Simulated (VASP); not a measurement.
# Na16F (a cell with a defect): single point with LDA

Na16F (a cell with a defect):

```
Na F
1.0
     8.46000    0.00000    0.00000
     0.00000    8.46000    0.00000
     0.00000    0.00000    8.46000
Na F
16 1
Direct
  0.01284 0.99990 0.97053
  0.50290 0.99989 0.01702
  0.00657 0.49989 0.98595
  0.00198 0.99990 0.53832
  0.24135 0.25048 0.25841
  0.48400 0.49990 0.01540
  0.52539 0.99990 0.48034
  0.76502 0.25861 0.24088
  0.98973 0.49989 0.51457
  0.24135 0.74930 0.25842
  0.26143 0.23017 0.74345
  0.50087 0.49989 0.48529
  0.76502 0.74118 0.24088
  0.72252 0.26231 0.75966
  0.26143 0.76962 0.74344
  0.72252 0.73748 0.75965
  0.14666 0.99990 0.75147
```

* Program: VASP 6.6.1
* Task: single point
* Functional: LDA
* Potentials or basis: VASP PAW LDA potentials, release 64 (Na_pv, F)
* Cutoff: 520 eV
* k mesh: 2 × 2 × 2
* Occupations: fermi-dirac, width 0.05 eV
* Spin: no spin polarisation

| Quantity | Value |
| --- | --- |
| Pressure | -0.8 GPa |
| Largest force | 0.048 eV/Å |
| Band gap on the k mesh | zero (an odd number of electrons rules out a gap without spin polarisation) |

Forces in eV/Å, atoms in the order of the input:
```
Na  -0.021  0.000  0.010
Na   0.041  0.000  0.026
Na   0.000  0.000  0.000
Na  -0.025  0.000 -0.025
Na   0.002 -0.009 -0.006
Na   0.002  0.000  0.003
Na   0.010  0.000 -0.002
Na   0.006  0.005  0.004
Na   0.006  0.000 -0.001
Na   0.002  0.009 -0.006
Na   0.004 -0.006  0.006
Na  -0.005  0.000 -0.002
Na   0.006 -0.005  0.004
Na  -0.002  0.002  0.000
Na   0.004  0.006  0.006
Na  -0.002 -0.002  0.000
F   -0.030  0.000 -0.017
```

Stress tensor (GPa, compression positive):
```
-0.79  0.00 -0.03
 0.00 -0.89  0.00
-0.03  0.00 -0.80
```

Levels at points of the mesh, in eV from the Fermi level:
| k point | band 57 | band 58 | band 59 | band 60 | band 61 | band 62 |
| --- | --- | --- | --- | --- | --- | --- |
| (0.00, 0.00, 0.00) | -0.90 | -0.87 | -0.61 | 0.85 | 0.88 | 0.92 |
| (0.50, 0.00, 0.00) | -0.48 | -0.41 | -0.40 | -0.31 | -0.30 | 0.01 |
| (0.00, 0.50, 0.00) | -0.48 | -0.47 | -0.36 | -0.32 | -0.29 | 0.03 |
| (0.00, 0.00, 0.50) | -0.47 | -0.45 | -0.35 | -0.34 | -0.30 | 0.01 |
| (0.50, 0.50, 0.00) | 0.01 | 0.02 | 0.03 | 0.04 | 0.09 | 0.12 |
| (0.00, 0.50, 0.50) | 0.02 | 0.03 | 0.04 | 0.07 | 0.11 | 0.13 |
| (0.50, 0.00, 0.50) | 0.00 | 0.02 | 0.03 | 0.06 | 0.09 | 0.14 |
| (0.50, 0.50, 0.50) | -1.42 | -1.37 | -1.35 | -0.89 | 2.25 | 2.28 |

Run time: 15 min on 1 thread of Intel(R) Xeon(R) Platinum 8259CL CPU @ 2.50GHz (Skylake/Cascade Lake) (shared host), peak memory 0.54 GiB.

Caveat: the k points lie up to 0.37 Å⁻¹ apart, too coarse for converged energies and pressures of a metal.
